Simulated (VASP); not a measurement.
Runs of VASP 6.6.1 on Ru. The structure is that of space group Fm-3m (No. 225), or close to it. The cells are those of the table. 

```csv
potentials or basis,cell,k mesh,cutoff (eV),second run,gap on the mesh (eV),pressure (GPa)
"VASP PAW PBE potentials, release 64 (Ru_pv)","a = 2.747 Å, angles 60.0°, 1 atom",16 × 16 × 16,520,-,none,-20.2
"VASP PAW PBE potentials, release 64 (Ru_pv)","a = 2.604 Å, angles 60.0°, 1 atom",16 × 16 × 16,520,-,none,(a)
"VASP PAW PBE potentials, release 64 (Ru_pv)","a = 2.677 Å, angles 60.0°, 1 atom",23 × 23 × 23,520,-,none,1.3
"VASP PAW PBE potentials, release 64 (Ru_pv)","a = 2.713 Å, angles 60.0°, 1 atom",16 × 16 × 16,520,-,none,(c)
"VASP PAW PBE potentials, release 64 (Ru_pv)","a = 2.566 Å, angles 60.0°, 1 atom",16 × 16 × 16,520,-,none,59.6
"VASP PAW PBE potentials, release 64 (Ru_sv)","a = 2.677 Å, angles 60.0°, 1 atom",16 × 16 × 16,660,valence_matched,none,0.0
"VASP PAW PBE potentials, release 64 (Ru_pv)","a = 2.641 Å, angles 60.0°, 1 atom",16 × 16 × 16,520,-,none,(b)
"VASP PAW PBE potentials, release 64 (Ru_pv)","a = 2.677 Å, angles 60.0°, 1 atom",16 × 16 × 16,520,-,none,1.3
"VASP PAW PBE potentials, release 64 (Ru_sv)","a = 2.641 Å, angles 60.0°, 1 atom",16 × 16 × 16,660,valence_matched,none,14.9
"VASP PAW PBE potentials, release 64 (Ru_pv)","a = 2.780 Å, angles 60.0°, 1 atom",16 × 16 × 16,520,-,none,-27.7
"VASP PAW PBE potentials, release 64 (Ru_sv)","a = 2.713 Å, angles 60.0°, 1 atom",16 × 16 × 16,660,valence_matched,none,-11.8
```

Alike in all rows: task single point; level r2SCAN; no spin polarisation; smearing fermi-dirac 0.1 eV.

Estimate the missing entries.

(a) 35.6; (b) 16.5; (c) -10.7.

Caveats: the PAW data sets were made with another functional, which shifts forces and pressure a little.

A k mesh can miss the band edges, and the runs leave out spin-orbit coupling on Ru.

A gap of «none» marks levels without a gap at the run's occupations.

The runs don't all hold the same shells in valence.
